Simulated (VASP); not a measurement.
# Ta4C3 (Cm) in VASP: further runs, part 2 of 2

VASP 6.6.1.

### Step 4. Single point, r2SCAN

The input, POSCAR:

```
Ta4C3
1.0
   -3.1177991687      0.0000000000      0.0000000000
   -1.5588995843     -2.7000932840      0.0000000000
   -2.3381934866     -1.3499566389     10.2185930705
Ta C
4 3
Direct
    0.2150925528      0.2150925528      0.1900275630
   -0.1614412078     -0.1614412078      0.9431452919
   -0.3727187646     -0.3727187646      0.6990174637
    0.4169520290      0.4169520290      0.4529928082
    0.0217126250      0.0217126250      0.5768132042
    0.9482949882      0.9482949882      0.0569471534
   -0.1852008076     -0.1852008076      0.3239565456
```

The input, INCAR.step1:

```
SYSTEM = Ta4C3
PREC = Accurate
ENCUT = 520
ISMEAR = 0
SIGMA = 0.15
LREAL = .False.
LASPH = .True.
NELM = 60
NBANDS = 37
GGA = PE
ALGO = Normal
EDIFF = 1E-4
LWAVE = .True.
LCHARG = .False.
```

The input, INCAR.step2:

```
SYSTEM = Ta4C3
PREC = Accurate
ENCUT = 520
EDIFF = 1E-7
ISMEAR = 0
SIGMA = 0.15
LREAL = .False.
LASPH = .True.
NELM = 60
ALGO = Normal
ISIF = 2
LWAVE = .False.
LCHARG = .False.
METAGGA = R2SCAN
LMIXTAU = .True.
NBANDS = 37
ISTART = 1
```

The input, KPOINTS:

```
Automatic mesh
0
Gamma
  14 14 4
  0 0 0
```

Potentials or basis: VASP PAW PBE potentials, release 64 (Ta_pv, C).

On the command line:

```console
cat potpaw_PBE.64/Ta_pv/POTCAR potpaw_PBE.64/C/POTCAR > POTCAR
cp INCAR.step1 INCAR
mpirun -np 1 vasp_std > vasp.out
cp INCAR.step2 INCAR
mpirun -np 1 vasp_std > vasp.out
```

OUTCAR:

```text
SYSTEM = Ta4C3
   PREC = Accurate
   ENCUT = 520
   EDIFF = 1E-7
   ISMEAR = 0
   LREAL = .False.
   LASPH = .True.
   NELM = 60
   ISIF = 2
   METAGGA = R2SCAN
   ISTART = 1

 ion  position               nearest neighbor table
   1  0.215  0.215  0.190-   6 2.26   6 2.26   6 2.26   7 2.26   7 2.26   7 2.26   2 2.97   2 2.97
                             4 3.23   4 3.23   4 3.23
   2  0.839  0.839  0.943-   6 1.47   6 2.65   6 2.65   1 2.97   1 2.97   3 3.08   3 3.08   3 3.08

   3  0.627  0.627  0.699-   5 2.19   5 2.19   5 2.19   2 3.08   2 3.08   2 3.08   4 3.09   4 3.09
                             4 3.09
   4  0.417  0.417  0.453-   5 2.20   5 2.20   5 2.20   7 2.23   7 2.23   7 2.23   3 3.09   3 3.09
                             3 3.09   1 3.23   1 3.23   1 3.23
   5  0.022  0.022  0.577-   3 2.19   3 2.19   3 2.19   4 2.20   4 2.20   4 2.20
   6  0.948  0.948  0.057-   2 1.47   1 2.26   1 2.26   1 2.26   2 2.65   2 2.65
   7  0.815  0.815  0.324-   4 2.23   4 2.23   4 2.23   1 2.26   1 2.26   1 2.26

  LATTYP: Found a base centered monoclinic cell.
 ALAT       =     5.4001865679
 B/A-ratio  =     0.5773502692
 C/A-ratio  =     1.9572020411
 COS(beta)  =    -0.2554496961

  Lattice vectors:

 A1 = (   3.1177991687,   0.0000000000,   0.0000000000)
[... 195 lines left out ...]
  band No.  band energies     occupation
      1     -29.5934      2.00000
      2     -29.4045      2.00000
      3     -29.0255      2.00000
      4     -29.0235      2.00000
      5     -28.8817      2.00000
      6     -28.6613      2.00000
[... 949 lines left out ...]
     36      11.0894      0.00000
     37      11.4356      0.00000

 [... further k-points ...]

------------------------ aborting loop because EDIFF is reached ----------------------------------------

  FORCE on cell =-STRESS in cart. coord.  units (eV):
  Direction    XX          YY          ZZ          XY          YZ          ZX
  --------------------------------------------------------------------------------------
  -------------------------------------------------------------------------------------
  Total       15.5199099      5.6473275     33.4192477      8.5499071    -13.3221705    -23.0746718
  in kB      289.0558532    105.1805769    622.4281716    159.2406603   -248.1233055   -429.7620924
  external PRESSURE =     338.8882006 kB  Pullay stress =       0.0000000 kB

 VOLUME and BASIS-vectors are now :
 -----------------------------------------------------------------------------
  energy-cutoff  :      520.00
  volume of cell :       86.02
      direct lattice vectors                 reciprocal lattice vectors
    -3.117799169  0.000000000  0.000000000    -0.320739068  0.185178787 -0.048927153
    -1.558899584 -2.700093284  0.000000000     0.000000000 -0.370357575 -0.048927153
    -2.338193487 -1.349956639 10.218593071     0.000000000  0.000000000  0.097860830

 POSITION                                       TOTAL-FORCE (eV/Angst)
 -----------------------------------------------------------------------------------
     -1.45024     -0.83730      1.94181        -0.515963     -0.297891      2.321838
     -6.12694     -3.53739      9.63762        19.807567     11.435904    -28.346968
     -4.56804     -2.63736      7.14298         0.035209      0.020328      0.186321
     -3.00914     -1.73733      4.62895         0.064158      0.037042     -0.184788
     -1.45024     -0.83730      5.89422        -0.026481     -0.015289      0.212522
     -4.56804     -2.63736      0.58192       -19.362730    -11.179077     26.149128
     -4.56804     -2.63736      3.31038        -0.001760     -0.001016     -0.338054
 -----------------------------------------------------------------------------------
    total drift:                               -0.000230     -0.000133     -0.000120

  FREE ENERGIE OF THE ION-ELECTRON SYSTEM (eV)
  ---------------------------------------------------
  free  energy   TOTEN  =      -220.8514695779 eV

  energy  without entropy=     -220.8290326748  energy(sigma->0) =     -220.84025113
```

OUTCAR.step1:

```text
SYSTEM = Ta4C3
   PREC = Accurate
   ENCUT = 520
   ISMEAR = 0
   LREAL = .False.
   LASPH = .True.
[... 1207 lines left out ...]
     -1.45024     -0.83730      5.89422        -0.021421     -0.012367      0.343590
     -4.56804     -2.63736      0.58192       -19.438544    -11.222849     26.431496
     -4.56804     -2.63736      3.31038        -0.010385     -0.005996     -0.442943
 -----------------------------------------------------------------------------------
    total drift:                                0.000402      0.000232      0.000757

  FREE ENERGIE OF THE ION-ELECTRON SYSTEM (eV)
  ---------------------------------------------------
  free  energy   TOTEN  =       -70.9803732628 eV

  energy  without entropy=      -70.9521963592  energy(sigma->0) =      -70.96628481
```

OSZICAR.step1:

```text
N       E                     dE             d eps       ncg     rms          rms(c)
DAV:   1     0.523402930009E+03    0.52340E+03   -0.30452E+04 16206   0.157E+03
DAV:   2    -0.514464313381E+02   -0.57485E+03   -0.55999E+03 17783   0.462E+02
DAV:   3    -0.826395538557E+02   -0.31193E+02   -0.30656E+02 20372   0.978E+01
DAV:   4    -0.833215917002E+02   -0.68204E+00   -0.67885E+00 20460   0.140E+01
DAV:   5    -0.833335047818E+02   -0.11913E-01   -0.11903E-01 20211   0.173E+00    0.462E+01
DAV:   6    -0.713306273962E+02    0.12003E+02   -0.64706E+01 20231   0.375E+01    0.191E+01
DAV:   7    -0.714074588434E+02   -0.76831E-01   -0.10591E+01 20880   0.172E+01    0.863E+00
DAV:   8    -0.711487983558E+02    0.25866E+00   -0.72193E+00 20458   0.116E+01    0.434E+00
DAV:   9    -0.709848687379E+02    0.16393E+00   -0.13778E+00 20974   0.648E+00    0.973E-01
DAV:  10    -0.709823720409E+02    0.24967E-02   -0.12372E-01 20328   0.188E+00    0.553E-01
DAV:  11    -0.709806391895E+02    0.17329E-02   -0.26304E-02 20391   0.809E-01    0.261E-01
DAV:  12    -0.709804416906E+02    0.19750E-03   -0.32411E-03 20125   0.350E-01    0.754E-02
DAV:  13    -0.709803732628E+02    0.68428E-04   -0.48034E-04 17420   0.132E-01
   1 F= -.70980373E+02 E0= -.70966285E+02  d E =-.281769E-01
```

Run time: 1.9 h. Hardware: 1 thread of Oxide Virtual Turin-like, shared host; peak memory 0.57 GiB.

Results:

- Free energy: -220.8515 eV
- Pressure: 33.9 GPa
- Largest force: 36.423 eV/Å
- Band gap on the k mesh: zero (bands 28 and 29 overlap by 0.32 eV)

Forces in eV/Å, atoms in the order of the input:
```
Ta   -0.516  -0.298   2.322
Ta   19.808  11.436 -28.347
Ta    0.035   0.020   0.186
Ta    0.064   0.037  -0.185
C    -0.026  -0.015   0.213
C   -19.363 -11.179  26.149
C    -0.002  -0.001  -0.338
```

Stress tensor (GPa, compression positive):
```
 28.91  15.92 -42.98
 15.92  10.52 -24.81
-42.98 -24.81  62.24
```

Caveat: atoms lie so close that the PAW spheres overlap strongly, which falsifies energies and pressures; the cell stands under pressure; the PAW data sets were made with another functional, which shifts forces and pressure a little; spin-orbit coupling is left out, which moves the levels of the heavy elements.

### Step 5. The runs side by side

```tsv
cell	gap on the mesh (eV)	pressure (GPa)	largest force (eV/Å)
a = 3.118, b = 3.118, c = 10.693 Å, angles 75.2, 75.2, 60.0°, 7 atoms	none	8.3	8.06
a = 3.118, b = 3.118, c = 10.228 Å, angles 92.2, 92.2, 60.0°, 7 atoms	none	10.2	5.75
a = 3.118, b = 3.118, c = 10.569 Å, angles 77.2, 77.2, 60.0°, 7 atoms	none	33.9	36.42
```

Alike in all rows: task single point; level r2SCAN; potentials or basis VASP PAW PBE potentials, release 64 (Ta_pv, C); no spin polarisation; k mesh 14 × 14 × 4; cutoff (eV) 520; smearing gaussian 0.15 eV.

Caveats: the cell stands under pressure; the PAW data sets were made with another functional, which shifts forces and pressure a little; spin-orbit coupling is left out, which moves the levels of the heavy elements; atoms lie so close that the PAW spheres overlap strongly, which falsifies energies and pressures (at least some runs).

Total energies depend on the potentials used, so only differences within one code and one set of settings carry meaning.
